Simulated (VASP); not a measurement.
# GaN (GaN (P6_3mc)) (P6_3mc) in VASP: single point with PBE

Aim: the single point of GaN (GaN (P6_3mc)) with PBE.

Everything below comes from runs of VASP 6.6.1. Logs are shortened: lines on timing, memory, paths and dates and some standing lists are left out, and cuts for length are marked.

## 1. The cell of the first run

It takes space group P6_3mc (No. 186, hexagonal). The conventional cell has a = 3.219 Å, b = 3.219 Å, c = 5.244 Å, α = 90.00°, β = 90.00°, γ = 120.00°. Ga (site symmetry 3m) has 4 N at 1.97 to 1.98 Å within 2.6 Å. N (site symmetry 3m) has 4 Ga at 1.97 to 1.98 Å within 2.6 Å.

## 2. Single point, PBE

INCAR reads:

```
ALGO     = Normal         # electronic algorithm
EDIFF    = 1E-6           # SCF threshold, eV
ENCUT    = 520            # plane-wave cutoff, eV
GGA      = PE             # functional
ISIF     = 2              # what is computed and relaxed
ISMEAR   = -1             # smearing method
LASPH    = T              # aspherical terms in the spheres
LCHARG   = T              # write CHGCAR
LELF     = T              # ELF
LREAL    = F              # projectors in reciprocal space
LVHAR    = T            
LWAVE    = F              # write WAVECAR
NBANDS   = 26             # bands
NELM     = 60             # most SCF steps
PREC     = Accurate       # precision mode
SIGMA    = 0.01           # smearing width, eV
```

KPOINTS reads:

```
k-points
0
Gamma
  10 10 5
```

POSCAR reads:

```
GaN
1.0
    3.2186213459      0.0000000000      0.0000000000
   -1.6093106730      2.7874078507      0.0000000000
    0.0000000000      0.0000000000      5.2435339944
Ga N
2 2
Direct
    0.6666666667      0.3333333333      0.4991368659
    0.3333333333      0.6666666667      0.9991368659
    0.6666666667      0.3333333333      0.8758631341
    0.3333333333      0.6666666667      0.3758631341
```

Potentials or basis: VASP PAW PBE potentials, release 64 (Ga_d, N).

On the command line:

```console
> cat potpaw_PBE.64/Ga_d/POTCAR potpaw_PBE.64/N/POTCAR > POTCAR
> mpirun -np 1 vasp_std > vasp.out
```

OUTCAR:

```text
EDIFF = 1E-6
   ENCUT = 520
   GGA = PE
   ISIF = 2
   ISMEAR = -1
   LASPH = T
   LREAL = F
   NELM = 60
   PREC = Accurate

 ion  position               nearest neighbor table
   1  0.667  0.333  0.499-   4 1.97   4 1.97   4 1.97   3 1.98
   2  0.333  0.667  0.999-   3 1.97   3 1.97   3 1.97   4 1.98
   3  0.667  0.333  0.876-   2 1.97   2 1.97   2 1.97   1 1.98
   4  0.333  0.667  0.376-   1 1.97   1 1.97   1 1.97   2 1.98

  LATTYP: Found a hexagonal cell.
 ALAT       =     3.2186213459
 C/A-ratio  =     1.6291242215

  Lattice vectors:

 A1 = (   3.2186213459,   0.0000000000,   0.0000000000)
 A2 = (  -1.6093106730,   2.7874078507,   0.0000000000)
 A3 = (   0.0000000000,   0.0000000000,   5.2435339944)

Analysis of symmetry for initial positions (statically):
=====================================================================
 Subroutine PRICEL returns:
 Original cell was already a primitive cell.

 Routine SETGRP: Setting up the symmetry group for a
 hexagonal supercell.

 Subroutine GETGRP returns: Found 12 space group operations
 (whereof  6 operations were pure point group operations)
 out of a pool of 24 trial point group operations.

The static configuration has the point symmetry C_3v.
 The point group associated with its full space group is C_6v.

Analysis of symmetry for dynamics (positions and initial velocities):
=====================================================================
 Subroutine PRICEL returns:
 Original cell was already a primitive cell.

 Routine SETGRP: Setting up the symmetry group for a
 hexagonal supercell.

 Subroutine GETGRP returns: Found 12 space group operations
 (whereof  6 operations were pure point group operations)
 out of a pool of 24 trial point group operations.

The dynamic configuration has the point symmetry C_3v.
 The point group associated with its full space group is C_6v.

 Subroutine INISYM returns: Found 12 space group operations
 (whereof  6 operations are pure point group operations),
 and found     1 'primitive' translations

----------------------------------------------------------------------------------------

                                     Primitive cell

  volume of cell :      47.0429

  direct lattice vectors                    reciprocal lattice vectors
     3.218621346  0.000000000  0.000000000     0.310692030  0.179378127  0.000000000
    -1.609310673  2.787407851  0.000000000     0.000000000  0.358756254  0.000000000
     0.000000000  0.000000000  5.243533994     0.000000000  0.000000000  0.190711074
[... 88 lines left out ...]
   EDIFF  = 0.1E-05   stopping-criterion for ELM
   LREAL  =      F    real-space projection
   EDIFFG = 0.1E-04   stopping-criterion for IOM
   NSW    =      0    number of steps for IOM
   IBRION =     -1    ionic relax: 0-MD 1-quasi-New 2-CG
   NFREE  =      0    steps in history (QN), initial steepest desc. (CG)
   ISIF   =      2    stress and relaxation
   ISYM   =      2    0-nonsym 1-usesym 2-fastsym
   POTIM  = 0.5000    time-step for ionic-motion
   TEBEG  =    0.0;   TEEND  =   0.0 temperature during run
   PSTRESS=    0.0 pullay stress
   NELECT =      36.0000    total number of electrons
   NUPDOWN=      -1.0000    fix difference up-down
   EMIN   =  10.00;   EMAX   =-10.00  energy-range for DOS
   EFERMI =   0.00;   METHOD = LEGACY
   ISMEAR =    -1;   SIGMA  =   0.01  broadening in eV -4-tet -1-fermi 0-gaus
   EFERMI_NEDOS =   21; number of points for ismear=-14 and -15
   IALGO  =     38    algorithm
   IMIX   =      4    mixing-type and parameters
     AMIX     =   0.40;   BMIX     =  1.00
     AMIX_MAG =   1.60;   BMIX_MAG =  1.00
  volume/ion in A,a.u.               =      11.76        79.37
  Fermi-wavevector in a.u.,A,eV,Ry     =   1.497422  2.829717 30.507965  2.242272
  Thomas-Fermi vector in A             =   2.609312
   LORBIT       =      0    0 simple, 1 ext, 2 COOP (PROOUT), +10 PAW based schemes
   GGA     = PE    functional components
   LHFCALC =     F    Hartree Fock is set to
   AEXX    =    0.0000 exact exchange contribution
   IVDW    =     0    specifies the selected vdW correction
   LEPSILON=     F    determine dielectric tensor
   LRPA    =     F    only Hartree local field effects (RPA)
 non-spin polarized calculation
  energy-cutoff  :      520.00
  volume of cell :       47.04
 maximum number of plane-waves:      1285
 NGX is ok and might be reduce to    24
   NGX = 11   NGY = 11   NGZ = 19

 number of electron      35.9999957 magnetization

 Free energy of the ion-electron system (eV)
  ---------------------------------------------------
  ext. energy  EPLUGINS =         0.00000000
  ---------------------------------------------------
  free energy    TOTEN  =       -24.32775148 eV

  energy without entropy =      -24.32775148  energy(sigma->0) =      -24.32775148

 E-fermi :   5.1891     XC(G=0): -11.5139

 val. band max:        5.0064511513   @ k =   0.0000   0.0000   0.0000
 cond. band min:       6.7207668183   @ k =   0.0000   0.0000   0.0000
 fundamental gap:      1.7143156670
 Fermi energy:         5.1891106111

 k-point     1 :       0.0000    0.0000    0.0000
  band No.  band energies     occupation
      1     -10.7270      2.00000
      2      -9.9045      2.00000
      3      -8.4140      2.00000
      4      -8.3996      2.00000
      5      -8.3996      2.00000
      6      -8.3439      2.00000
[... 685 lines left out ...]
     25      16.7207      0.00000
     26      18.0541      0.00000

 [... further k-points ...]

------------------------ aborting loop because EDIFF is reached ----------------------------------------

  FORCE on cell =-STRESS in cart. coord.  units (eV):
  Direction    XX          YY          ZZ          XY          YZ          ZX
  --------------------------------------------------------------------------------------
  -------------------------------------------------------------------------------------
  Total        0.0249446      0.0249446      0.0353239     -0.0000000      0.0000000      0.0000000
  in kB        0.8495564      0.8495564      1.2030542     -0.0000000      0.0000000      0.0000000
  external PRESSURE =       0.9673890 kB  Pullay stress =       0.0000000 kB

 VOLUME and BASIS-vectors are now :
 -----------------------------------------------------------------------------
  energy-cutoff  :      520.00
  volume of cell :       47.04
      direct lattice vectors                 reciprocal lattice vectors
     3.218621346  0.000000000  0.000000000     0.310692030  0.179378127  0.000000000
    -1.609310673  2.787407851  0.000000000     0.000000000  0.358756254  0.000000000
     0.000000000  0.000000000  5.243533994     0.000000000  0.000000000  0.190711074

 POSITION                                       TOTAL-FORCE (eV/Angst)
 -----------------------------------------------------------------------------------
      1.60931      0.92914      2.61724         0.000000     -0.000000     -0.000369
     -0.00000      1.85827      5.23901        -0.000000      0.000000     -0.000369
      1.60931      0.92914      4.59262         0.000000     -0.000000      0.000369
     -0.00000      1.85827      1.97085         0.000000     -0.000000      0.000369
 -----------------------------------------------------------------------------------
    total drift:                               -0.000001     -0.000001     -0.001247

  FREE ENERGIE OF THE ION-ELECTRON SYSTEM (eV)
  ---------------------------------------------------
  free  energy   TOTEN  =       -24.3277514837 eV

  energy  without entropy=      -24.3277514836  energy(sigma->0) =      -24.32775148
```

Wall time 37 s (1 thread of Intel Xeon Platinum 8375C at 2.90GHz (Ice Lake), shared host); peak memory 0.18 GiB.

What came out:

| Item | Value |
| --- | --- |
| Free energy | -24.3278 eV |
| Pressure | 0.1 GPa |
| Band gap on the k mesh | 1.71 eV, direct |
